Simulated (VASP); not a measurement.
# Zr (P6_3/mmc) in VASP: a series of runs, part 2 of 2

VASP 6.6.1. The steps go on from the part before.

### Step 4. Single point, PBE

This run uses another cell than the first one, of 25.03 Å³/atom, 1.049 times its volume.

Input file INCAR:

```
PREC = Accurate
ENCUT = 520
EDIFF = 1E-6
ISMEAR = -1
SIGMA = 0.15
LREAL = False
LASPH = True
NELM = 60
ALGO = Normal
ISIF = 2
LWAVE = False
LCHARG = False
GGA = PE
NBANDS = 19
```

Input file KPOINTS:

```
regular mesh
0
Gamma
  10 10 5
```

Input file POSCAR:

```
Zr
1.0
    3.3108601771      0.0000000000      0.0000000000
   -1.6554300885      2.8672889141      0.0000000000
    0.0000000000      0.0000000000      5.2725858080
Zr
2
Direct
    0.3333333333      0.6666666667      0.2500000000
    0.6666666667      0.3333333333      0.7500000000
```

Potentials or basis: VASP PAW PBE potentials, release 64 (Zr_sv).

Run with:

```
cat potpaw_PBE.64/Zr_sv/POTCAR > POTCAR
mpirun -np 1 vasp_std > vasp.out
```

OUTCAR:

```text
PREC = Accurate
   ENCUT = 520
   EDIFF = 1E-6
   ISMEAR = -1
   LREAL = False
   LASPH = True
   NELM = 60
   ISIF = 2
   GGA = PE

 ion  position               nearest neighbor table
   1  0.333  0.667  0.250-   2 3.26   2 3.26   2 3.26   2 3.26   2 3.26   2 3.26
   2  0.667  0.333  0.750-   1 3.26   1 3.26   1 3.26   1 3.26   1 3.26   1 3.26

  LATTYP: Found a hexagonal cell.
 ALAT       =     3.3108601771
 C/A-ratio  =     1.5925123762

  Lattice vectors:

 A1 = (   3.3108601771,   0.0000000000,   0.0000000000)
 A2 = (  -1.6554300885,   2.8672889141,   0.0000000000)
 A3 = (   0.0000000000,   0.0000000000,   5.2725858080)

Analysis of symmetry for initial positions (statically):
=====================================================================
 Subroutine PRICEL returns:
 Original cell was already a primitive cell.

 Routine SETGRP: Setting up the symmetry group for a
 hexagonal supercell.

 Subroutine GETGRP returns: Found 24 space group operations
 (whereof 12 operations were pure point group operations)
 out of a pool of 24 trial point group operations.

The static configuration has the point symmetry D_3d.
[... 159 lines left out ...]
  free energy    TOTEN  =       -17.06429134 eV

  energy without entropy =      -16.88191372  energy(sigma->0) =      -16.97310253

 E-fermi :   8.1605     XC(G=0): -10.7575

 val. band max:        8.1236315189   @ k =   0.1000   0.1000   0.2000
 cond. band min:       8.2097673132   @ k =   0.0000   0.0000   0.4000
 fundamental gap:      0.0861357943
 Fermi energy:         8.1605360531

 k-point     1 :       0.0000    0.0000    0.0000
  band No.  band energies     occupation
      1     -40.7670      2.00000
      2     -40.6532      2.00000
      3     -19.1643      2.00000
      4     -18.4836      2.00000
      5     -18.4836      2.00000
      6     -18.3701      2.00000
[... 505 lines left out ...]
      6     -18.6431      2.00000
[... 11 lines left out ...]
     18      12.7992      0.00000
     19      13.4998      0.00000

 [... further k-points ...]

------------------------ aborting loop because EDIFF is reached ----------------------------------------

  FORCE on cell =-STRESS in cart. coord.  units (eV):
  Direction    XX          YY          ZZ          XY          YZ          ZX
  --------------------------------------------------------------------------------------
  -------------------------------------------------------------------------------------
  Total       -1.7335091     -1.7335090     -1.5966027     -0.0000000      0.0000000      0.0000000
  in kB      -55.4882165    -55.4882124    -51.1059542     -0.0000000      0.0000000      0.0000000
  external PRESSURE =     -54.0274610 kB  Pullay stress =       0.0000000 kB

 VOLUME and BASIS-vectors are now :
 -----------------------------------------------------------------------------
  energy-cutoff  :      520.00
  volume of cell :       50.05
      direct lattice vectors                 reciprocal lattice vectors
     3.310860177  0.000000000  0.000000000     0.302036313  0.174380753  0.000000000
    -1.655430088  2.867288914  0.000000000     0.000000000  0.348761506  0.000000000
     0.000000000  0.000000000  5.272585808     0.000000000  0.000000000  0.189660261

 POSITION                                       TOTAL-FORCE (eV/Angst)
 -----------------------------------------------------------------------------------
     -0.00000      1.91153      1.31815         0.000000     -0.000000      0.000000
      1.65543      0.95576      3.95444        -0.000000      0.000000      0.000000
 -----------------------------------------------------------------------------------
    total drift:                                0.000000     -0.000000      0.000000

  FREE ENERGIE OF THE ION-ELECTRON SYSTEM (eV)
  ---------------------------------------------------
  free  energy   TOTEN  =       -17.0642913366 eV

  energy  without entropy=      -16.8819137164  energy(sigma->0) =      -16.97310253
```

OSZICAR:

```text
N       E                     dE             d eps       ncg     rms          rms(c)
DAV:   1     0.216337413600E+03    0.21634E+03   -0.13057E+04  1596   0.123E+03
DAV:   2    -0.197635253127E+01   -0.21831E+03   -0.21448E+03  1875   0.366E+02
DAV:   3    -0.174493152653E+02   -0.15473E+02   -0.15349E+02  2897   0.700E+01
DAV:   4    -0.178522702931E+02   -0.40296E+00   -0.40239E+00  1843   0.119E+01
DAV:   5    -0.178672197684E+02   -0.14949E-01   -0.14946E-01  2409   0.152E+00    0.125E+01
DAV:   6    -0.171926569970E+02    0.67456E+00   -0.10665E+00  1742   0.753E+00    0.467E+00
DAV:   7    -0.170592038978E+02    0.13345E+00   -0.63312E-01  2240   0.507E+00    0.114E+00
DAV:   8    -0.170641675474E+02   -0.49636E-02   -0.39658E-02  2130   0.141E+00    0.264E-01
DAV:   9    -0.170643342109E+02   -0.16666E-03   -0.20648E-03  2061   0.391E-01    0.306E-02
DAV:  10    -0.170642905806E+02    0.43630E-04   -0.57286E-05  2114   0.410E-02    0.242E-02
DAV:  11    -0.170642912024E+02   -0.62180E-06   -0.10627E-05  1816   0.350E-02    0.278E-03
DAV:  12    -0.170642913366E+02   -0.13416E-06   -0.29145E-07  1005   0.405E-03
   1 F= -.17064291E+02 E0= -.16973103E+02  d E =-.182378E+00
```

stdout:

```text
POSCAR found type information on POSCAR Zr
 POSCAR found :  1 types and       2 ions
 scaLAPACK will be used
 LDA part: xc-table for (Slater+PW92), standard interpolation
 POSCAR, INCAR and KPOINTS ok, starting setup
 FFT: planning ... GRIDC
 FFT: planning ... GRID_SOFT
 FFT: planning ... GRID
 WAVECAR not read
 entering main loop
```

It took 43 s on 1 thread of Intel Xeon Platinum 8259CL at 2.50GHz (Skylake/Cascade Lake), shared host; peak memory 0.19 GiB.

What came out:

| Item | Value |
| --- | --- |
| Free energy | -17.0643 eV |
| Pressure | -5.4 GPa |
| Band gap on the k mesh | zero (band 12 reaches 9.06 eV, above the bottom of band 13 at 7.89 eV) |

### Step 5. Single point, PBE

This run uses another cell than the first one, of 25.61 Å³/atom, 1.073 times its volume.

Input file INCAR:

```
SYSTEM = Zr
PREC = Accurate
ENCUT = 520
EDIFF = 1E-6
ISMEAR = -1
SIGMA = 0.15
LREAL = .FALSE.
LASPH = .TRUE.
NELM = 100
ALGO = Normal
ISIF = 2
LWAVE = .FALSE.
LCHARG = .TRUE.
GGA = PE
LELF = .TRUE.
LVHAR = .TRUE.
NBANDS = 19
```

Input file KPOINTS:

```
regular mesh
0
G
  10 10 5
  0 0 0
```

Input file POSCAR:

```
Zr
1.0
    3.3363293332      0.0000000000      0.0000000000
   -1.6681646666      2.8893458495      0.0000000000
    0.0000000000      0.0000000000      5.3131457543
Zr
2
Direct
    0.3333333333      0.6666666667      0.2500000000
    0.6666666667      0.3333333333      0.7500000000
```

Potentials or basis: VASP PAW PBE potentials, release 64 (Zr_sv).

Run with:

```
cat potpaw_PBE.64/Zr_sv/POTCAR > POTCAR
mpirun -np 1 vasp_std > vasp.out
```

OUTCAR:

```text
SYSTEM = Zr
   PREC = Accurate
   ENCUT = 520
   EDIFF = 1E-6
   ISMEAR = -1
   LREAL = .FALSE.
   LASPH = .TRUE.
   NELM = 100
   ISIF = 2
   GGA = PE

 ion  position               nearest neighbor table
   1  0.333  0.667  0.250-   2 3.28   2 3.28   2 3.28   2 3.28   2 3.28   2 3.28
   2  0.667  0.333  0.750-   1 3.28   1 3.28   1 3.28   1 3.28   1 3.28   1 3.28

  LATTYP: Found a hexagonal cell.
 ALAT       =     3.3363293332
 C/A-ratio  =     1.5925123762

  Lattice vectors:

 A1 = (   3.3363293332,   0.0000000000,   0.0000000000)
 A2 = (  -1.6681646666,   2.8893458495,   0.0000000000)
 A3 = (   0.0000000000,   0.0000000000,   5.3131457543)

Analysis of symmetry for initial positions (statically):
=====================================================================
 Subroutine PRICEL returns:
 Original cell was already a primitive cell.

 Routine SETGRP: Setting up the symmetry group for a
 hexagonal supercell.

 Subroutine GETGRP returns: Found 24 space group operations
 (whereof 12 operations were pure point group operations)
 out of a pool of 24 trial point group operations.

The static configuration has the point symmetry D_3d.
 The point group associated with its full space group is D_6h.

Analysis of symmetry for dynamics (positions and initial velocities):
=====================================================================
 Subroutine PRICEL returns:
 Original cell was already a primitive cell.

 Routine SETGRP: Setting up the symmetry group for a
 hexagonal supercell.

 Subroutine GETGRP returns: Found 24 space group operations
 (whereof 12 operations were pure point group operations)
 out of a pool of 24 trial point group operations.

The dynamic configuration has the point symmetry D_3d.
 The point group associated with its full space group is D_6h.

 Subroutine INISYM returns: Found 24 space group operations
 (whereof 12 operations are pure point group operations),
 and found     1 'primitive' translations

----------------------------------------------------------------------------------------

                                     Primitive cell

  volume of cell :      51.2177

  direct lattice vectors                    reciprocal lattice vectors
     3.336329333  0.000000000  0.000000000     0.299730602  0.173049550  0.000000000
    -1.668164667  2.889345850  0.000000000     0.000000000  0.346099101  0.000000000
     0.000000000  0.000000000  5.313145754     0.000000000  0.000000000  0.188212416

  length of vectors
     3.336329333  3.336329239  5.313145754     0.346099091  0.346099101  0.188212416

  position of ions in fractional coordinates (direct lattice)
     0.333333333  0.666666667  0.250000000
     0.666666667  0.333333333  0.750000000

  ion indices of the primitive-cell ions
   primitive index   ion index
                 1           1
                 2           2

----------------------------------------------------------------------------------------

 KPOINTS: regular mesh

Automatic generation of k-mesh.
 Grid dimensions read from file:
 generate k-points for:   10   10    5

 Generating k-lattice:

  Cartesian coordinates                     Fractional coordinates (reciprocal lattice)
     0.029973060  0.017304955  0.000000000     0.100000000 -0.000000000  0.000000000
     0.000000000  0.034609910  0.000000000     0.000000000  0.100000000  0.000000000
     0.000000000  0.000000000  0.037642483     0.000000000  0.000000000  0.200000000

  Length of vectors
     0.034609909  0.034609910  0.037642483

  Shift w.r.t. Gamma in fractional coordinates (k-lattice)
     0.000000000  0.000000000  0.000000000

 Subroutine IBZKPT returns following result:
 ===========================================

 Found     42 irreducible k-points:

 Following reciprocal coordinates:
            Coordinates               Weight
  0.000000  0.000000  0.000000      1.000000
  0.100000  0.000000  0.000000      6.000000
  0.200000  0.000000  0.000000      6.000000
  0.300000 -0.000000  0.000000      6.000000
  0.400000 -0.000000  0.000000      6.000000
  0.500000  0.000000  0.000000      3.000000
[... 16 lines left out ...]
  0.300000  0.100000  0.200000     24.000000
  0.400000  0.100000  0.200000     24.000000
 [... further k-points ...]
   k-points           NKPTS =     42   k-points in BZ     NKDIM =     42   number of bands    NBANDS=     19
   number of dos      NEDOS =    301   number of ions     NIONS =      2
   total plane-waves  NPLWV =  31360
   dimension x,y,z NGX =    28 NGY =   28 NGZ =   40
   dimension x,y,z NGXF=    56 NGYF=   56 NGZF=   80
   ions per type =               2
   NGX,Y,Z   is equivalent  to a cutoff of  13.95, 13.95, 12.52 a.u.
   NGXF,Y,Z  is equivalent  to a cutoff of  27.90, 27.90, 25.03 a.u.
 SYSTEM =  Zr
   PREC   = accura    normal or accurate (medium, high low for compatibility)
   ISTART =      0    job   : 0-new  1-cont  2-samecut
   ICHARG =      2    charge: 1-file 2-atom 10-const
   ISPIN  =      1    spin polarized calculation?
   LNONCOLLINEAR =      F non collinear calculations
   LSORBIT =      F    spin-orbit coupling
   LASPH  =      T    aspherical Exc in radial PAW
   ENCUT  =  520.0 eV  38.22 Ry    6.18 a.u.   6.20  6.20  9.88*2*pi/ulx,y,z
   NELM   =    100;   NELMIN=  2; NELMDL= -5     # of ELM steps
   EDIFF  = 0.1E-05   stopping-criterion for ELM
   LREAL  =      F    real-space projection
   EDIFFG = 0.1E-04   stopping-criterion for IOM
   NSW    =      0    number of steps for IOM
   IBRION =     -1    ionic relax: 0-MD 1-quasi-New 2-CG
   NFREE  =      0    steps in history (QN), initial steepest desc. (CG)
   ISIF   =      2    stress and relaxation
   ISYM   =      2    0-nonsym 1-usesym 2-fastsym
   POTIM  = 0.5000    time-step for ionic-motion
   TEBEG  =    0.0;   TEEND  =   0.0 temperature during run
   PSTRESS=    0.0 pullay stress
   NELECT =      24.0000    total number of electrons
   NUPDOWN=      -1.0000    fix difference up-down
   EMIN   =  10.00;   EMAX   =-10.00  energy-range for DOS
   EFERMI =   0.00;   METHOD = LEGACY
   ISMEAR =    -1;   SIGMA  =   0.15  broadening in eV -4-tet -1-fermi 0-gaus
   EFERMI_NEDOS =   21; number of points for ismear=-14 and -15
   IALGO  =     38    algorithm
   IMIX   =      4    mixing-type and parameters
     AMIX     =   0.40;   BMIX     =  1.00
     AMIX_MAG =   1.60;   BMIX_MAG =  1.00
  volume/ion in A,a.u.               =      25.61       172.82
  Fermi-wavevector in a.u.,A,eV,Ry     =   1.271565  2.402909 21.998950  1.616877
  Thomas-Fermi vector in A             =   2.404491
   LORBIT       =      0    0 simple, 1 ext, 2 COOP (PROOUT), +10 PAW based schemes
   GGA     = PE    functional components
   LHFCALC =     F    Hartree Fock is set to
   AEXX    =    0.0000 exact exchange contribution
   IVDW    =     0    specifies the selected vdW correction
   LEPSILON=     F    determine dielectric tensor
   LRPA    =     F    only Hartree local field effects (RPA)
 non-spin polarized calculation
  energy-cutoff  :      520.00
  volume of cell :       51.22
 maximum number of plane-waves:      1388
 NGX is ok and might be reduce to    28
   NGX = 13   NGY = 13   NGZ = 19

 number of electron      24.0000000 magnetization

 Free energy of the ion-electron system (eV)
  ---------------------------------------------------
  ext. energy  EPLUGINS =         0.00000000
  ---------------------------------------------------
  free energy    TOTEN  =       -17.01950583 eV

  energy without entropy =      -16.83178301  energy(sigma->0) =      -16.92564442

 E-fermi :   7.9230     XC(G=0): -10.6565

 val. band max:        7.9024222220   @ k =   0.1000   0.1000   0.2000
 cond. band min:       7.9502671877   @ k =   0.1000   0.0000   0.2000
 fundamental gap:      0.0478449657
 Fermi energy:         7.9229681329

 k-point     1 :       0.0000    0.0000    0.0000
  band No.  band energies     occupation
      1     -41.0577      2.00000
      2     -40.9547      2.00000
      3     -19.4203      2.00000
      4     -18.7895      2.00000
      5     -18.7895      2.00000
      6     -18.6838      2.00000
[... 11 lines left out ...]
     18       9.9349      0.00000
     19      11.9702      0.00000
[... 485 lines left out ...]
 k-point    24 :       0.4000    0.1000    0.2000
  band No.  band energies     occupation
      1     -40.9644      2.00000
      2     -40.9369      2.00000
      3     -19.3097      2.00000
      4     -19.2035      2.00000
      5     -19.0343      2.00000
      6     -18.9371      2.00000
[... 11 lines left out ...]
     18      12.4327      0.00000
     19      13.1073      0.00000

 [... further k-points ...]

------------------------ aborting loop because EDIFF is reached ----------------------------------------

  FORCE on cell =-STRESS in cart. coord.  units (eV):
  Direction    XX          YY          ZZ          XY          YZ          ZX
  --------------------------------------------------------------------------------------
  -------------------------------------------------------------------------------------
  Total       -2.2791320     -2.2791318     -2.1748760      0.0000000      0.0000000      0.0000000
  in kB      -71.2951341    -71.2951287    -68.0338270      0.0000000      0.0000000      0.0000000
  external PRESSURE =     -70.2080299 kB  Pullay stress =       0.0000000 kB

 VOLUME and BASIS-vectors are now :
 -----------------------------------------------------------------------------
  energy-cutoff  :      520.00
  volume of cell :       51.22
      direct lattice vectors                 reciprocal lattice vectors
     3.336329333  0.000000000  0.000000000     0.299730602  0.173049550  0.000000000
    -1.668164667  2.889345850  0.000000000     0.000000000  0.346099101  0.000000000
     0.000000000  0.000000000  5.313145754     0.000000000  0.000000000  0.188212416

 POSITION                                       TOTAL-FORCE (eV/Angst)
 -----------------------------------------------------------------------------------
     -0.00000      1.92623      1.32829        -0.000000      0.000000      0.000000
      1.66816      0.96312      3.98486         0.000000     -0.000000      0.000000
 -----------------------------------------------------------------------------------
    total drift:                                0.000000     -0.000000      0.000000

  FREE ENERGIE OF THE ION-ELECTRON SYSTEM (eV)
  ---------------------------------------------------
  free  energy   TOTEN  =       -17.0195058341 eV

  energy  without entropy=      -16.8317830074  energy(sigma->0) =      -16.92564442
```

OSZICAR:

```text
N       E                     dE             d eps       ncg     rms          rms(c)
DAV:   1     0.216052369467E+03    0.21605E+03   -0.13182E+04  1596   0.124E+03
DAV:   2    -0.190034072707E+01   -0.21795E+03   -0.21389E+03  1846   0.363E+02
DAV:   3    -0.173953816688E+02   -0.15495E+02   -0.15375E+02  2906   0.701E+01
DAV:   4    -0.178412343856E+02   -0.44585E+00   -0.44527E+00  1893   0.121E+01
DAV:   5    -0.178560374199E+02   -0.14803E-01   -0.14797E-01  2436   0.149E+00    0.120E+01
DAV:   6    -0.171538269472E+02    0.70221E+00   -0.11165E+00  1715   0.761E+00    0.441E+00
DAV:   7    -0.170149271470E+02    0.13890E+00   -0.65044E-01  2261   0.507E+00    0.115E+00
DAV:   8    -0.170193738715E+02   -0.44467E-02   -0.37996E-02  2133   0.139E+00    0.269E-01
DAV:   9    -0.170195442879E+02   -0.17042E-03   -0.23767E-03  1936   0.413E-01    0.295E-02
DAV:  10    -0.170195045263E+02    0.39762E-04   -0.72448E-05  2132   0.473E-02    0.230E-02
DAV:  11    -0.170195056522E+02   -0.11259E-05   -0.11095E-05  1798   0.353E-02    0.232E-03
DAV:  12    -0.170195058341E+02   -0.18187E-06   -0.30793E-07  1005   0.426E-03
   1 F= -.17019506E+02 E0= -.16925644E+02  d E =-.187723E+00
```

It took 47 s on 1 thread of Intel Xeon Platinum 8259CL at 2.50GHz (Skylake/Cascade Lake), shared host; peak memory 0.19 GiB.

Results:

```
Free energy            : -17.0195 eV
Pressure               : -7.0 GPa
Band gap on the k mesh : zero (band 12 reaches 8.81 eV, above the bottom of band 13 at 7.66 eV)
```

Stress tensor (GPa, compression positive):
```
-7.13  0.00  0.00
 0.00 -7.13  0.00
 0.00  0.00 -6.80
```

Levels at points of the mesh, in eV from the Fermi level:
| k point | band 9 | band 10 | band 11 | band 12 | band 13 | band 14 | band 15 | band 16 |
| --- | --- | --- | --- | --- | --- | --- | --- | --- |
| (0.00, 0.00, 0.00) | -5.42 | -2.74 | 0.89 | 0.89 | 0.91 | 1.02 | 1.49 | 1.49 |
| (0.50, 0.00, 0.00) | -2.33 | -2.20 | -1.82 | -0.33 | 0.60 | 0.74 | 1.36 | 4.41 |

### Step 6. Overview

```tsv
cell	gap on the mesh (eV)	pressure (GPa)
a = 3.259, b = 3.259, c = 5.190 Å, angles 90.0, 90.0, 120.0°, 2 atoms	none	-1.6
a = 3.285, b = 3.285, c = 5.231 Å, angles 90.0, 90.0, 120.0°, 2 atoms	none	-3.6
a = 3.311, b = 3.311, c = 5.273 Å, angles 90.0, 90.0, 120.0°, 2 atoms	none	-5.4
a = 3.336, b = 3.336, c = 5.313 Å, angles 90.0, 90.0, 120.0°, 2 atoms	none	-7.0
```

Alike in all rows: task single point; level PBE; potentials or basis VASP PAW PBE potentials, release 64 (Zr_sv); no spin polarisation; k mesh 10 × 10 × 5; cutoff (eV) 520; smearing fermi-dirac 0.15 eV.

Absolute energies hang on the potentials; compare differences alone.
